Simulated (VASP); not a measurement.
# Na4H in VASP: a series of runs, part 2 of 2

VASP 6.6.1.

### 4 Single point, PBE

Contents of INCAR:

```
SYSTEM = Na4H
PREC = Accurate
ENCUT = 520
EDIFF = 1E-6
ISMEAR = 0
SIGMA = 0.1
LREAL = .FALSE.
LASPH = .TRUE.
NELM = 100
ALGO = Normal
ISIF = 2
LWAVE = .FALSE.
LCHARG = .FALSE.
LDIPOL = .TRUE.
IDIPOL = 3
DIPOL = 0.5 0.5 0.280
GGA = PE
NBANDS = 40
```

Contents of KPOINTS:

```
regular mesh
0
G
  4 4 1
  0 0 0
```

Contents of POSCAR:

```
Na4H
1.0
    7.2665057608      0.0000000000      0.0000000000
   -2.4221685869      6.8509273320      0.0000000000
    0.0000000000      0.0000000000     20.9665385532
Na H
8 2
Direct
    0.2500000000      0.2500000000      0.1907801800
    0.2500000000      0.7500000000      0.1907801800
    0.7500000000      0.2500000000      0.1907801800
    0.7500000000      0.7500000000      0.1907801800
    0.0000000000      0.0000000000      0.3322693699
    0.0000000000      0.5000000000      0.3322693699
    0.5000000000      0.0000000000      0.3322693699
    0.5000000000      0.5000000000      0.3322693699
   -0.1028692503      0.7500000000      0.3537321401
    0.1028692503      0.7500000000      0.3537321401
```

Started as:

```
$ cat potpaw_PBE.64/Na_pv/POTCAR potpaw_PBE.64/H/POTCAR > POTCAR
$ mpirun -np 1 vasp_std > vasp.out
```

Wall time 6.9 min (1 thread of Intel Xeon 6975P-C (Granite Rapids), shared host); peak memory 1.1 GiB.

Results (log left out):

* Free energy: -14.3106 eV
* Largest force: 1.586 eV/Å
* Band gap on the k mesh: zero (bands 29 and 30 overlap by 0.71 eV)

Forces on the atoms (eV/Å):
```
Na   0.027  0.017  0.023
Na   0.025  0.013  0.004
Na  -0.027 -0.017  0.023
Na  -0.025 -0.013  0.004
Na   0.180  1.154 -0.293
Na  -0.180 -1.154 -0.293
Na  -0.154 -0.153  0.023
Na   0.154  0.153  0.023
H   -0.385 -1.519  0.243
H    0.385  1.519  0.243
```

Levels at points of the mesh, in eV from the Fermi level:
```tsv
k point	band 27	band 28	band 29	band 30	band 31	band 32
(0.00, 0.00, 0.00)	-0.64	-0.62	0.52	0.53	0.82	1.06
(0.50, 0.00, 0.00)	-1.42	-0.64	0.05	0.16	0.93	1.00
(0.00, 0.50, 0.00)	-1.36	-0.71	-0.22	0.15	0.85	1.03
(0.50, 0.50, 0.00)	-1.25	-0.81	-0.33	-0.19	0.62	0.68
```

### 5 Single point, PBE

Contents of INCAR:

```
SYSTEM = Na4H
PREC     = Accurate       ! precision mode
ENCUT    = 520            ! plane-wave cutoff, eV
EDIFF    = 1E-7           ! SCF threshold, eV
ISMEAR   = 0              ! smearing method
SIGMA    = 0.1            ! smearing width, eV
LREAL    = .FALSE.        ! projectors in reciprocal space
LASPH    = .TRUE.         ! aspherical terms in the spheres
NELM     = 80             ! most SCF steps
ALGO     = Normal         ! electronic algorithm
ISIF     = 2              ! what is computed and relaxed
LWAVE    = .FALSE.        ! write WAVECAR
LCHARG   = .FALSE.        ! write CHGCAR
LDIPOL   = .TRUE.       
IDIPOL   = 3            
DIPOL    = 0.5 0.5 0.286
GGA      = PE             ! functional
NBANDS   = 40             ! bands
```

Contents of KPOINTS:

```
Automatic mesh
0
G
  4 4 1
  0 0 0
```

POSCAR: that of step 4 with these lines changed.

```diff
@@ -16,3 +16,3 @@
     0.5000000000      0.5000000000      0.3322693699
-   -0.1028692503      0.7500000000      0.3537321401
-    0.1028692503      0.7500000000      0.3537321401
+   -0.1028692503      0.7500000000      0.3842569689
+    0.1028692503      0.7500000000      0.3842569689
```

Potentials or basis: VASP PAW PBE potentials, release 64 (Na_pv, H).

Started as:

```
$ cat potpaw_PBE.64/Na_pv/POTCAR potpaw_PBE.64/H/POTCAR > POTCAR
$ mpirun -np 1 vasp_std > vasp.out
```

OUTCAR:

```text
SYSTEM = Na4H
   PREC = Accurate
   ENCUT = 520
   EDIFF = 1E-7
   ISMEAR = 0
   LREAL = .FALSE.
   LASPH = .TRUE.
   NELM = 80
   ISIF = 2
   GGA = PE

 ion  position               nearest neighbor table
   1  0.250  0.250  0.191-
   2  0.250  0.750  0.191-
   3  0.750  0.250  0.191-
   4  0.750  0.750  0.191-
   5  0.000  0.000  0.332-
   6  0.000  0.500  0.332-
   7  0.500  0.000  0.332-
   8  0.500  0.500  0.332-
   9  0.897  0.750  0.384-
  10  0.103  0.750  0.384-

  LATTYP: Found a base centered orthorhombic cell.
 ALAT       =     8.3906381142
 B/A-ratio  =     1.4142135624
 C/A-ratio  =     2.4988014342

  Lattice vectors:

 A1 = (   7.2665057608,   0.0000000000,   0.0000000000)
 A2 = (  -2.4221685869,   6.8509273320,   0.0000000000)
 A3 = (   0.0000000000,   0.0000000000,  20.9665385532)
[... 186 lines left out ...]

 k-point     1 :       0.0000    0.0000    0.0000
  band No.  band energies     occupation
      1     -27.2854      2.00000
      2     -27.2824      2.00000
      3     -27.2814      2.00000
      4     -27.2703      2.00000
      5     -27.2659      2.00000
      6     -27.2556      2.00000
[... 419 lines left out ...]
     39       1.2794      0.00000
     40       1.4143      0.00000

------------------------ aborting loop because EDIFF is reached ----------------------------------------

 vacuum level on the upper side and lower side of the slab       (xc-potential included)         0.229        -0.304

  FORCE on cell =-STRESS in cart. coord.  units (eV):
  Direction    XX          YY          ZZ          XY          YZ          ZX
  --------------------------------------------------------------------------------------
  -------------------------------------------------------------------------------------
  Total       -2.0074302     -0.9096313     -0.2596940     -0.2029776      0.0000000      0.0000000
  in kB       -3.0814087     -1.3962856     -0.3986307     -0.3115710      0.0000000      0.0000000
  external PRESSURE =      -1.6254417 kB  Pullay stress =       0.0000000 kB

 VOLUME and BASIS-vectors are now :
 -----------------------------------------------------------------------------
  energy-cutoff  :      520.00
  volume of cell :     1043.76
      direct lattice vectors                 reciprocal lattice vectors
     7.266505761  0.000000000  0.000000000     0.137617726  0.048655214  0.000000000
    -2.422168587  6.850927332  0.000000000     0.000000000  0.145965641  0.000000000
     0.000000000  0.000000000 20.966538553     0.000000000  0.000000000  0.047695045

 POSITION                                       TOTAL-FORCE (eV/Angst)
 -----------------------------------------------------------------------------------
      1.21108      1.71273      4.00000         0.029205      0.013646      0.034089
      0.00000      5.13820      4.00000         0.043009      0.012915     -0.030500
      4.84434      1.71273      4.00000        -0.029205     -0.013646      0.034089
      3.63325      5.13820      4.00000        -0.043009     -0.012915     -0.030500
      0.00000      0.00000      6.96654         0.125354      0.113456     -0.035224
     -1.21108      3.42546      6.96654        -0.125354     -0.113456     -0.035224
      3.63325      0.00000      6.96654        -0.102367     -0.148487      0.122592
      2.42217      3.42546      6.96654         0.102367      0.148487      0.122592
      4.70238      5.13820      8.05654         0.263848     -0.536746     -0.090957
     -1.06913      5.13820      8.05654        -0.263848      0.536746     -0.090957
 -----------------------------------------------------------------------------------
    total drift:                               -0.000000     -0.000000     -0.005167

  FREE ENERGIE OF THE ION-ELECTRON SYSTEM (eV)
  ---------------------------------------------------
  free  energy   TOTEN  =       -14.4641079997 eV

  energy  without entropy=      -14.4399797474  energy(sigma->0) =      -14.45204387

 vacuum level on the upper side and lower side of the slab         1.288         0.738
```

OSZICAR:

```text
N       E                     dE             d eps       ncg     rms          rms(c)
DAV:   1     0.357455895719E+03    0.35746E+03   -0.26999E+04  1104   0.104E+03
DAV:   2     0.334040337905E+01   -0.35412E+03   -0.35037E+03   912   0.329E+02
DAV:   3    -0.161594041098E+02   -0.19500E+02   -0.19314E+02   992   0.859E+01
[... 16 lines left out ...]
DAV:  20    -0.144640979309E+02   -0.25993E-04   -0.19247E-06   640   0.272E-03    0.471E-04
DAV:  21    -0.144641052551E+02   -0.73243E-05   -0.28281E-07   584   0.203E-03    0.200E-04
DAV:  22    -0.144641075746E+02   -0.23195E-05   -0.92834E-08   624   0.104E-03    0.257E-04
DAV:  23    -0.144641079235E+02   -0.34893E-06   -0.48857E-08   592   0.635E-04    0.685E-05
DAV:  24    -0.144641079997E+02   -0.76182E-07   -0.75115E-09   656   0.525E-04
   1 F= -.14464108E+02 E0= -.14452044E+02  d E =-.241283E-01
```

Wall time 6.9 min (1 thread of Intel Xeon 6975P-C (Granite Rapids), shared host); peak memory 1 GiB.

Results:

```yaml
Free_energy: -14.4641 eV
Largest_force: 0.605 eV/Å
Band_gap_on_the_k_mesh: zero (bands 29 and 30 overlap by 0.72 eV)
```

Forces on the atoms (eV/Å):
```
Na   0.029  0.014  0.034
Na   0.043  0.013 -0.030
Na  -0.029 -0.014  0.034
Na  -0.043 -0.013 -0.030
Na   0.125  0.113 -0.035
Na  -0.125 -0.113 -0.035
Na  -0.102 -0.148  0.123
Na   0.102  0.148  0.123
H    0.264 -0.537 -0.091
H   -0.264  0.537 -0.091
```

### 6 Summary

```csv
cell,gap on the mesh (eV),largest force (eV/Å)
"as given, atomic positions A",none,1.03
"as given, atomic positions B",none,3.50
"as given, atomic positions C",none,1.59
"as given, atomic positions D",none,0.60
```

Alike in all rows: task single point; level PBE; potentials or basis VASP PAW PBE potentials, release 64 (Na_pv, H); no spin polarisation; k mesh 4 × 4 × 1; cutoff (eV) 520; smearing gaussian 0.1 eV.

Total energies depend on the potentials used, so only differences within one code and one set of settings carry meaning.
